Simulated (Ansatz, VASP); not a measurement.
Two plane-wave programs on Mn

```
CELL_PARAMETERS angstrom
2.59918 0.00000 0.00000
0.00000 2.59918 0.00000
0.00000 0.00000 3.50700
ATOMIC_POSITIONS crystal
Mn 0.00000 0.00000 0.00000
Mn 0.50000 0.50000 0.50000
```

Alike in both runs: task single point; functional revPBE; k mesh 14 × 14 × 10; occupations fermi-dirac, width 0.05 eV; collinear spin.

```csv
,VASP,Ansatz
version,VASP 6.6.1,Ansatz 0.2.0
potentials or method,"VASP PAW PBE potentials, release 64 (Mn_pv), cutoff 520 eV","plane waves (420 eV) with PAW, scalar-relativistic"
valence electrons in the cell,26,30
```

|  | VASP | Ansatz | Ansatz less VASP |
| --- | --- | --- | --- |
| pressure (GPa) | 0.6 | 0.2 | -0.39 |
| traceless stress, the component that is largest in VASP (GPa) | -0.06 | -0.13 | -0.071 |
| net moment per atom (μB) | 0.00 | 0.00 | 0.000 |
| size of the moment on the site where the two differ most (μB) | 2.12 | 2.05 | -0.063 |

VASP's potentials were made for PBE, not for revPBE. Site moments also hang on the region over which each program counts them. VASP's potentials hold 26 valence electrons a cell and Ansatz's 30, so a difference there can come from the potentials and not from the codes.
